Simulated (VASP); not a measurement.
# Fe: single point with PBE

Fe:

```
Fe
1.0
     4.19443    0.00000    0.00000
    -2.09722    3.63249    0.00000
     0.00000    0.00000    2.39238
Fe
3
Cartesian
  0.0000 0.0000 0.0000
  0.0000 2.4217 1.1962
  2.0972 1.2108 1.1962
```

This isn't the form of Fe at room conditions, which is bcc.

```yaml
Program: VASP 6.6.1
Task: single point
Functional: PBE
Potentials_or_basis: VASP PAW PBE potentials, release 64 (Fe)
Cutoff: 520 eV
k_mesh: 9 × 9 × 13
Occupations: fermi-dirac, width 0.1 eV
Spin: collinear spin, ferromagnetic start
Starting_moments: "[2.5, 2.5, 2.5] μB"
Dipole_correction: no
Further_INCAR_settings: ALGO = Normal; EDIFF = 1e-06; NBANDS = 23
```

```
Pressure                                              : -1.9 GPa
Net moment                                            : 7.51 μB per cell
Site moments                                          : Fe +2.59, +2.46 (each value once) μB
Valence electrons inside the program's atomic spheres : Fe 7.11, 7.19 (each value once)
```

Stress tensor (GPa, compression positive):
```
-1.84  0.00  0.00
 0.00 -1.84  0.00
 0.00  0.00 -2.14
```

Levels at points of the mesh, in eV from the Fermi level:
Spin up:
| k point | band 14 | band 15 | band 16 | band 17 | band 18 | band 19 |
| --- | --- | --- | --- | --- | --- | --- |
| (0.00, 0.00, 0.00) | -1.53 | -0.57 | -0.57 | 5.57 | 5.57 | 5.60 |
Spin down:
| k point | band 4 | band 5 | band 6 | band 7 | band 8 | band 9 | band 10 | band 11 | band 12 | band 13 |
| --- | --- | --- | --- | --- | --- | --- | --- | --- | --- | --- |
| (0.00, 0.00, 0.00) | -1.63 | -1.63 | -1.63 | -1.59 | -0.92 | 0.20 | 0.20 | 1.36 | 1.36 | 1.36 |

It took 78 s on 1 thread of Intel(R) Xeon(R) 6975P-C (Granite Rapids), with other jobs on the host, peak memory 0.22 GiB.
